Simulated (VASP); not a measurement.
# Al2O3 (R-3c) in VASP: notebook

Al2O3 is run at these levels: PBEsol; tasks: single point.

Program: VASP 6.6.1. These are calculated values, not measurements. Logs are shortened: lines on timing, memory, paths and dates and some standing lists are left out, and cuts for length are marked.

## (1) The cell of the first run

The structure is trigonal, space group R-3c (No. 167). Conventional cell: a = 4.578 Å, b = 4.578 Å, c = 14.145 Å, α = 90.00°, β = 90.00°, γ = 120.00°. Al (site symmetry 3) has 6 O at 1.90 to 1.92 Å within 2.5 Å. Within 2.5 Å of O (site symmetry 2) lie 4 Al at 1.90 to 1.92 Å and 2 O at 2.43 Å.

## (2) Single point, PBEsol (c/a of the conventional cell at fixed volume 3.0897)

INCAR reads:

```
ALGO     = Normal         # electronic algorithm
EDIFF    = 1E-7           # SCF threshold, eV
ENCUT    = 520            # plane-wave cutoff, eV
GGA      = PS             # functional
ISIF     = 2              # what is computed and relaxed
ISMEAR   = 0              # smearing method
LASPH    = T              # aspherical terms in the spheres
LCHARG   = F              # write CHGCAR
LREAL    = F              # projectors in reciprocal space
LWAVE    = F              # write WAVECAR
NBANDS   = 35             # bands
NELM     = 100            # most SCF steps
PREC     = Accurate       # precision mode
SIGMA    = 0.05           # smearing width, eV
```

KPOINTS reads:

```
k-points
0
Gamma
  6 6 6
```

POSCAR reads:

```
Al2O3
1.0
    2.2891336982      1.3216319569      4.7151575915
   -2.2891336982      1.3216319569      4.7151575915
    0.0000000000     -2.6432639137      4.7151575915
Al O
4 6
Direct
    0.8405082487      0.8405082487      0.8405082487
    0.6594917513      0.6594917513      0.6594917513
    0.1594917513      0.1594917513      0.1594917513
    0.3405082487      0.3405082487      0.3405082487
    0.0558571577      0.4441428423      0.7500000000
    0.7500000000      0.0558571577      0.4441428423
    0.4441428423      0.7500000000      0.0558571577
    0.9441428423      0.5558571577      0.2500000000
    0.2500000000      0.9441428423      0.5558571577
    0.5558571577      0.2500000000      0.9441428423
```

Potentials or basis: VASP PAW PBE potentials, release 64 (Al, O).

Started as:

```
cat potpaw_PBE.64/Al/POTCAR potpaw_PBE.64/O/POTCAR > POTCAR
mpirun -np 1 vasp_std > vasp.out
```

OUTCAR:

```text
EDIFF = 1E-7
   ENCUT = 520
   GGA = PS
   ISIF = 2
   ISMEAR = 0
   LASPH = T
   LREAL = F
   NELM = 100
   PREC = Accurate

 ion  position               nearest neighbor table
   1  0.841  0.841  0.841-   6 1.90   5 1.90   7 1.90   8 1.92  10 1.92   9 1.92   2 2.56   3 2.65
                             3 2.65   3 2.65
   2  0.659  0.659  0.659-   7 1.90   5 1.90   6 1.90   8 1.92   9 1.92  10 1.92   1 2.56   4 2.65
                             4 2.65   4 2.65
   3  0.159  0.159  0.159-   9 1.90   8 1.90  10 1.90   5 1.92   7 1.92   6 1.92   4 2.56   1 2.65
                             1 2.65   1 2.65
   4  0.341  0.341  0.341-  10 1.90   8 1.90   9 1.90   5 1.92   6 1.92   7 1.92   3 2.56   2 2.65
                             2 2.65   2 2.65
   5  0.056  0.444  0.750-   1 1.90   2 1.90   3 1.92   4 1.92
   6  0.750  0.056  0.444-   1 1.90   2 1.90   4 1.92   3 1.92
   7  0.444  0.750  0.056-   2 1.90   1 1.90   3 1.92   4 1.92
   8  0.944  0.556  0.250-   3 1.90   4 1.90   1 1.92   2 1.92
   9  0.250  0.944  0.556-   3 1.90   4 1.90   2 1.92   1 1.92
  10  0.556  0.250  0.944-   4 1.90   3 1.90   1 1.92   2 1.92

  LATTYP: Found a trigonal (rhomboedric) cell.
 ALAT       =     5.4055115605
 COS(alpha) =     0.6413269780

  Lattice vectors:

 A1 = (   2.2891336982,   1.3216319569,   4.7151575915)
 A2 = (  -2.2891336982,   1.3216319569,   4.7151575915)
 A3 = (   0.0000000000,  -2.6432639137,   4.7151575915)

Analysis of symmetry for initial positions (statically):
=====================================================================
 Subroutine PRICEL returns:
 Original cell was already a primitive cell.

 Routine SETGRP: Setting up the symmetry group for a
 trigonal (rhombohedral) supercell.

 Subroutine GETGRP returns: Found 12 space group operations
 (whereof  6 operations were pure point group operations)
 out of a pool of 12 trial point group operations.

The static configuration has the point symmetry S_6 .
 The point group associated with its full space group is D_3d.

Analysis of symmetry for dynamics (positions and initial velocities):
=====================================================================
 Subroutine PRICEL returns:
 Original cell was already a primitive cell.

 Routine SETGRP: Setting up the symmetry group for a
 trigonal (rhombohedral) supercell.

 Subroutine GETGRP returns: Found 12 space group operations
 (whereof  6 operations were pure point group operations)
 out of a pool of 12 trial point group operations.

The dynamic configuration has the point symmetry S_6 .
 The point group associated with its full space group is D_3d.

 Subroutine INISYM returns: Found 12 space group operations
 (whereof  6 operations are pure point group operations),
 and found     1 'primitive' translations

----------------------------------------------------------------------------------------

                                     Primitive cell

  volume of cell :      85.5912

  direct lattice vectors                    reciprocal lattice vectors
     2.289133698  1.321631957  4.715157591     0.218423240  0.126106717  0.070693996
    -2.289133698  1.321631957  4.715157591    -0.218423240  0.126106717  0.070693996
     0.000000000 -2.643263914  4.715157591     0.000000000 -0.252213433  0.070693996

  length of vectors
     5.405511560  5.405511560  5.405511560     0.261933688  0.261933688  0.261933688

  position of ions in fractional coordinates (direct lattice)
     0.840508249  0.840508249  0.840508249
     0.659491751  0.659491751  0.659491751
     0.159491751  0.159491751  0.159491751
     0.340508249  0.340508249  0.340508249
     0.055857158  0.444142842  0.750000000
     0.750000000  0.055857158  0.444142842
     0.444142842  0.750000000  0.055857158
     0.944142842  0.555857158  0.250000000
     0.250000000  0.944142842  0.555857158
     0.555857158  0.250000000  0.944142842

  ion indices of the primitive-cell ions
   primitive index   ion index
                 1           1
                 2           2
                 3           3
                 4           4
                 5           5
                 6           6
                 7           7
                 8           8
                 9           9
                10          10

----------------------------------------------------------------------------------------

 KPOINTS: k-points

Automatic generation of k-mesh.
 Grid dimensions read from file:
 generate k-points for:    6    6    6

 Generating k-lattice:

  Cartesian coordinates                     Fractional coordinates (reciprocal lattice)
     0.036403873  0.021017786  0.011782333     0.166666667  0.000000000  0.000000000
    -0.036403873  0.021017786  0.011782333     0.000000000  0.166666667  0.000000000
     0.000000000 -0.042035572  0.011782333    -0.000000000 -0.000000000  0.166666667

  Length of vectors
     0.043655615  0.043655615  0.043655615

  Shift w.r.t. Gamma in fractional coordinates (k-lattice)
     0.000000000  0.000000000  0.000000000

 Subroutine IBZKPT returns following result:
 ===========================================

 Found     32 irreducible k-points:

 Following reciprocal coordinates:
            Coordinates               Weight
  0.000000  0.000000  0.000000      1.000000
  0.166667  0.000000 -0.000000      6.000000
  0.333333  0.000000 -0.000000      6.000000
  0.500000 -0.000000  0.000000      3.000000
  0.166667  0.166667 -0.000000      6.000000
  0.333333  0.166667  0.000000     12.000000
[... 16 lines left out ...]
  0.500000  0.500000  0.166667      6.000000
 -0.333333  0.500000  0.166667     12.000000
 [... further k-points ...]
   k-points           NKPTS =     32   k-points in BZ     NKDIM =     32   number of bands    NBANDS=     35
   number of dos      NEDOS =    301   number of ions     NIONS =     10
   total plane-waves  NPLWV =  64000
   dimension x,y,z NGX =    40 NGY =   40 NGZ =   40
   dimension x,y,z NGXF=    80 NGYF=   80 NGZF=   80
   ions per type =               4   6
   NGX,Y,Z   is equivalent  to a cutoff of  12.30, 12.30, 12.30 a.u.
   NGXF,Y,Z  is equivalent  to a cutoff of  24.60, 24.60, 24.60 a.u.
 SYSTEM =  unknown system
   PREC   = accura    normal or accurate (medium, high low for compatibility)
   ISTART =      0    job   : 0-new  1-cont  2-samecut
   ICHARG =      2    charge: 1-file 2-atom 10-const
   ISPIN  =      1    spin polarized calculation?
   LNONCOLLINEAR =      F non collinear calculations
   LSORBIT =      F    spin-orbit coupling
   LASPH  =      T    aspherical Exc in radial PAW
   ENCUT  =  520.0 eV  38.22 Ry    6.18 a.u.  10.05 10.05 10.05*2*pi/ulx,y,z
   NELM   =    100;   NELMIN=  2; NELMDL= -5     # of ELM steps
   EDIFF  = 0.1E-06   stopping-criterion for ELM
   LREAL  =      F    real-space projection
   EDIFFG = 0.1E-05   stopping-criterion for IOM
   NSW    =      0    number of steps for IOM
   IBRION =     -1    ionic relax: 0-MD 1-quasi-New 2-CG
   NFREE  =      0    steps in history (QN), initial steepest desc. (CG)
   ISIF   =      2    stress and relaxation
   ISYM   =      2    0-nonsym 1-usesym 2-fastsym
   POTIM  = 0.5000    time-step for ionic-motion
   TEBEG  =    0.0;   TEEND  =   0.0 temperature during run
   PSTRESS=    0.0 pullay stress
   NELECT =      48.0000    total number of electrons
   NUPDOWN=      -1.0000    fix difference up-down
   EMIN   =  10.00;   EMAX   =-10.00  energy-range for DOS
   EFERMI =   0.00;   METHOD = LEGACY
   ISMEAR =     0;   SIGMA  =   0.05  broadening in eV -4-tet -1-fermi 0-gaus
   EFERMI_NEDOS =   21; number of points for ismear=-14 and -15
   IALGO  =     38    algorithm
   IMIX   =      4    mixing-type and parameters
     AMIX     =   0.40;   BMIX     =  1.00
     AMIX_MAG =   1.60;   BMIX_MAG =  1.00
  volume/ion in A,a.u.               =       8.56        57.76
  Fermi-wavevector in a.u.,A,eV,Ry     =   1.350037  2.551199 24.797961  1.822599
  Thomas-Fermi vector in A             =   2.477574
   LORBIT       =      0    0 simple, 1 ext, 2 COOP (PROOUT), +10 PAW based schemes
   GGA     = PS    functional components
   LHFCALC =     F    Hartree Fock is set to
   AEXX    =    0.0000 exact exchange contribution
   IVDW    =     0    specifies the selected vdW correction
   LEPSILON=     F    determine dielectric tensor
   LRPA    =     F    only Hartree local field effects (RPA)
 non-spin polarized calculation
 Gauss-broadening in eV      SIGMA  =   0.05
  energy-cutoff  :      520.00
  volume of cell :       85.59
 maximum number of plane-waves:      2328
   NGX = 21   NGY = 21   NGZ = 21

 number of electron      48.0000010 magnetization

 Free energy of the ion-electron system (eV)
  ---------------------------------------------------
  ext. energy  EPLUGINS =         0.00000000
  ---------------------------------------------------
  free energy    TOTEN  =       -77.09502204 eV

  energy without entropy =      -77.09502204  energy(sigma->0) =      -77.09502204

 E-fermi :   6.6151     XC(G=0): -11.8777

 val. band max:        6.3446747651   @ k =   0.0000   0.0000   0.0000
 cond. band min:      11.6893528963   @ k =   0.0000   0.0000   0.0000
 fundamental gap:      5.3446781311
 Fermi energy:         6.6150869361

 k-point     1 :       0.0000    0.0000    0.0000
  band No.  band energies     occupation
      1     -13.3702      2.00000
      2     -11.5259      2.00000
      3     -10.4686      2.00000
      4     -10.4686      2.00000
      5     -10.1972      2.00000
      6     -10.1972      2.00000
[... 27 lines left out ...]
     34      19.6237      0.00000
     35      20.1739      0.00000

 k-point     2 :       0.1667    0.0000   -0.0000
  band No.  band energies     occupation
      1     -13.2168      2.00000
      2     -11.4899      2.00000
      3     -10.6364      2.00000
      4     -10.5085      2.00000
      5     -10.2755      2.00000
      6     -10.2560      2.00000
[... 828 lines left out ...]
 k-point    24 :      -0.3333    0.5000    0.1667
  band No.  band energies     occupation
      1     -12.1211      2.00000
      2     -11.7965      2.00000
      3     -11.2146      2.00000
      4     -10.9684      2.00000
      5     -10.5747      2.00000
      6     -10.3126      2.00000
[... 27 lines left out ...]
     34      18.9709      0.00000
     35      19.3635      0.00000

 [... further k-points ...]

------------------------ aborting loop because EDIFF is reached ----------------------------------------

  FORCE on cell =-STRESS in cart. coord.  units (eV):
  Direction    XX          YY          ZZ          XY          YZ          ZX
  --------------------------------------------------------------------------------------
  -------------------------------------------------------------------------------------
  Total        9.8522596      9.8522596    -14.6535131      0.0000000     -0.0000000      0.0000000
  in kB      184.4239319    184.4239319   -274.2983448      0.0000000     -0.0000000      0.0000000
  external PRESSURE =      31.5165064 kB  Pullay stress =       0.0000000 kB

 VOLUME and BASIS-vectors are now :
 -----------------------------------------------------------------------------
  energy-cutoff  :      520.00
  volume of cell :       85.59
      direct lattice vectors                 reciprocal lattice vectors
     2.289133698  1.321631957  4.715157591     0.218423240  0.126106717  0.070693996
    -2.289133698  1.321631957  4.715157591    -0.218423240  0.126106717  0.070693996
     0.000000000 -2.643263914  4.715157591     0.000000000 -0.252213433  0.070693996

 POSITION                                       TOTAL-FORCE (eV/Angst)
 -----------------------------------------------------------------------------------
      0.00000      0.00000     11.88939        -0.000000      0.000000      1.950399
      0.00000      0.00000      9.32882        -0.000000     -0.000000     -1.950399
      0.00000      0.00000      2.25609        -0.000000     -0.000000     -1.950399
      0.00000      0.00000      4.81665        -0.000000      0.000000      1.950399
     -0.88884     -1.32163      5.89395         0.982119      0.000000     -0.000000
      1.58899     -0.10894      5.89395        -0.491060      0.850540     -0.000000
     -0.70015      1.43057      5.89395        -0.491060     -0.850540     -0.000000
      0.88884      1.32163      8.25153        -0.982119      0.000000     -0.000000
     -1.58899      0.10894      8.25153         0.491060     -0.850540     -0.000000
      0.70015     -1.43057      8.25153         0.491060      0.850540     -0.000000
 -----------------------------------------------------------------------------------
    total drift:                                0.000000     -0.000000     -0.000000

  FREE ENERGIE OF THE ION-ELECTRON SYSTEM (eV)
  ---------------------------------------------------
  free  energy   TOTEN  =       -77.0950220446 eV

  energy  without entropy=      -77.0950220446  energy(sigma->0) =      -77.09502204
```

It took 1.8 min on 1 thread of Intel Xeon 6975P-C, shared host; peak memory 0.26 GiB.

Results:

| Quantity | Value |
| --- | --- |
| Free energy | -77.0950 eV |
| Pressure | 3.2 GPa |
| Largest force | 1.950 eV/Å |
| Band gap on the k mesh | 5.34 eV, direct |

Forces in eV/Å, atoms in the order of the input:
```
Al   0.000  0.000  1.950
Al   0.000  0.000 -1.950
Al   0.000  0.000 -1.950
Al   0.000  0.000  1.950
O    0.982  0.000  0.000
O   -0.491  0.851  0.000
O   -0.491 -0.851  0.000
O   -0.982  0.000  0.000
O    0.491 -0.851  0.000
O    0.491  0.851  0.000
```

Stress tensor (GPa, compression positive):
```
 18.44   0.00   0.00
  0.00  18.44   0.00
  0.00   0.00 -27.43
```

Caveat: the PAW data sets were made with another functional, which shifts forces and pressure a little.

## (3) Single point, PBEsol (c/a of the conventional cell at fixed volume 2.5445)

INCAR reads:

```
PREC = Accurate ; ENCUT = 520
EDIFF = 1E-7 ; ISMEAR = 0
SIGMA = 0.05 ; LREAL = False
LASPH = True ; NELM = 60
ALGO = Normal ; ISIF = 2
LWAVE = False ; LCHARG = True
GGA = PS ; LELF = True
LVHAR = True ; NBANDS = 35
```

KPOINTS reads:

```
regular mesh
0
Gamma
  6 6 6
```

POSCAR reads:

```
Al2O3
1.0
    2.4421693582      1.4099871363      4.1427332879
   -2.4421693582      1.4099871363      4.1427332879
    0.0000000000     -2.8199742727      4.1427332879
Al O
4 6
Direct
    0.8520350473      0.8520350473      0.8520350473
    0.6479649527      0.6479649527      0.6479649527
    0.1479649527      0.1479649527      0.1479649527
    0.3520350473      0.3520350473      0.3520350473
    0.0558571577      0.4441428423      0.7500000000
    0.7500000000      0.0558571577      0.4441428423
    0.4441428423      0.7500000000      0.0558571577
    0.9441428423      0.5558571577      0.2500000000
    0.2500000000      0.9441428423      0.5558571577
    0.5558571577      0.2500000000      0.9441428423
```

Potentials or basis: VASP PAW PBE potentials, release 64 (Al, O).

Started as:

```
cat potpaw_PBE.64/Al/POTCAR potpaw_PBE.64/O/POTCAR > POTCAR
mpirun -np 1 vasp_std > vasp.out
```

Run time: 2.2 min. Hardware: 1 thread of Intel Xeon 6975P-C, shared host; peak memory 0.26 GiB.

Results (log left out):

```yaml
Free_energy: -78.3311 eV
Pressure: -0.4 GPa
Largest_force: 0.599 eV/Å
Band_gap_on_the_k_mesh: 5.43 eV, direct
```

Forces on the atoms (eV/Å):
```
Al   0.000  0.000  0.599
Al   0.000  0.000 -0.599
Al   0.000  0.000 -0.599
Al   0.000  0.000  0.599
O   -0.129  0.000  0.000
O    0.064 -0.112  0.000
O    0.064  0.112  0.000
O    0.129  0.000  0.000
O   -0.064  0.112  0.000
O   -0.064 -0.112  0.000
```

Stress tensor (GPa, compression positive):
```
-9.32  0.00  0.00
 0.00 -9.32  0.00
 0.00  0.00 17.58
```

Levels at points of the mesh, in eV from the valence-band top:
| k point | band 20 | band 21 | band 22 | band 23 | band 24 | band 25 | band 26 | band 27 | band 28 | band 29 |
| --- | --- | --- | --- | --- | --- | --- | --- | --- | --- | --- |
| (0.00, 0.00, 0.00) | -0.85 | -0.85 | -0.64 | -0.64 | 0.00 | 5.43 | 7.98 | 10.30 | 10.37 | 11.65 |
| (0.50, 0.00, 0.00) | -1.61 | -1.21 | -1.21 | -0.53 | -0.53 | 8.52 | 8.52 | 9.22 | 9.22 | 10.81 |
| (0.50, 0.50, 0.00) | -1.48 | -1.43 | -1.43 | -0.93 | -0.49 | 8.39 | 8.95 | 9.27 | 9.66 | 10.20 |
| (0.50, 0.50, 0.50) | -2.28 | -1.00 | -1.00 | -1.00 | -1.00 | 7.74 | 7.74 | 10.51 | 10.51 | 11.44 |

Caveat: the PAW data sets were made with another functional, which shifts forces and pressure a little. A k mesh can miss the band edges.

## (4) Single point, PBEsol (c/a of the conventional cell at fixed volume 3.2715)

INCAR reads:

```
SYSTEM = Al2O3
PREC = Accurate
ENCUT = 520
EDIFF = 1E-7
ISMEAR = 0
SIGMA = 0.05
LREAL = .False.
LASPH = .True.
NELM = 60
ALGO = Normal
ISIF = 2
LWAVE = .False.
LCHARG = .False.
GGA = PS
NBANDS = 35
```

KPOINTS reads:

```
regular mesh
0
Gamma
  6 6 6
  0 0 0
```

Changes to POSCAR since step 3:

```diff
@@ -2,5 +2,5 @@
 1.0
-    2.4421693582      1.4099871363      4.1427332879
-   -2.4421693582      1.4099871363      4.1427332879
-    0.0000000000     -2.8199742727      4.1427332879
+    2.2459200283      1.2966825329      4.8983515818
+   -2.2459200283      1.2966825329      4.8983515818
+    0.0000000000     -2.5933650659      4.8983515818
 Al O
```

Started as:

```
cat potpaw_PBE.64/Al/POTCAR potpaw_PBE.64/O/POTCAR > POTCAR
mpirun -np 1 vasp_std > vasp.out
```

Wall time 2.4 min (1 thread of Intel Xeon 6975P-C, shared host); peak memory 0.28 GiB.

It converged, with:

```yaml
Free_energy: -76.1510 eV
Pressure: 4.6 GPa
Largest_force: 0.578 eV/Å
Band_gap_on_the_k_mesh: 4.51 eV, direct
```

Forces on the atoms (eV/Å):
```
Al   0.000  0.000 -0.578
Al   0.000  0.000  0.578
Al   0.000  0.000  0.578
Al   0.000  0.000 -0.578
O    0.500  0.000  0.000
O   -0.250  0.433  0.000
O   -0.250 -0.433  0.000
O   -0.500  0.000  0.000
O    0.250 -0.433  0.000
O    0.250  0.433  0.000
```

Stress tensor (GPa, compression positive):
```
 31.09   0.00   0.00
  0.00  31.09   0.00
  0.00   0.00 -48.25
```

Levels at points of the mesh, in eV from the valence-band top:
```
           k point  band 20  band 21  band 22  band 23  band 24  band 25  band 26  band 27  band 28  band 29
(0.00, 0.00, 0.00)    -1.90    -0.43    -0.43     0.00     0.00     4.51     8.45     8.45     9.22     9.89
(0.50, 0.00, 0.00)    -1.74    -1.29    -1.29    -0.91    -0.91     7.04     7.04     8.11     8.11    10.44
(0.50, 0.50, 0.00)    -1.79    -1.37    -1.33    -1.06    -0.87     7.36     8.13     8.90     9.18     9.33
(0.50, 0.50, 0.50)    -2.97    -0.23    -0.23    -0.23    -0.23     7.92     7.92     9.72     9.72    10.21
```

Caveat: the PAW data sets were made with another functional, which shifts forces and pressure a little.

## (5) The runs side by side

```tsv
cell	gap on the mesh (eV)	pressure (GPa)	largest force (eV/Å)
a = 5.406 Å, angles 50.1°, 10 atoms	5.34	3.2	1.95
a = 5.011 Å, angles 58.3°, 10 atoms	5.43	-0.4	0.60
a = 5.543 Å, angles 47.8°, 10 atoms	4.51	4.6	0.58
```

Alike in all rows: task single point; level PBEsol; potentials or basis VASP PAW PBE potentials, release 64 (Al, O); no spin polarisation; k mesh 6 × 6 × 6; cutoff (eV) 520; smearing gaussian 0.05 eV.

Caveats: the PAW data sets were made with another functional, which shifts forces and pressure a little.

Total energies depend on the potentials used, so only differences within one code and one set of settings carry meaning.
